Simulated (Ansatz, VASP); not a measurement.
SnO: VASP beside Ansatz

```xyz
2
Lattice="3.1319 0.0000 0.0000 0.0000 3.1319 0.0000 0.0000 0.0000 3.1319" Properties=species:S:1:pos:R:3 pbc="T T T"
Sn    0.0000    0.0000    0.0000
O     1.5660    1.5660    1.5660
```

Alike in both runs: functional HSE06; k mesh 5 × 5 × 5; occupations fermi-dirac, width 0.05 eV; no spin polarisation.

```csv
,VASP,Ansatz
version,VASP 6.6.1,Ansatz 0.2.0
potentials or method,"VASP PAW PBE potentials, release 64 (Sn_d, O)",Ansatz PAW
plane-wave cutoff (eV),520,420
valence electrons in the cell,20,20
task,single point,band structure
```

|  | VASP | Ansatz | Ansatz less VASP |
| --- | --- | --- | --- |
| gap on the k mesh at the Fermi level (eV) | 1.96 | 1.96 | +0.002 |
| pressure (GPa) | -3.7 | -3.8 | -0.11 |
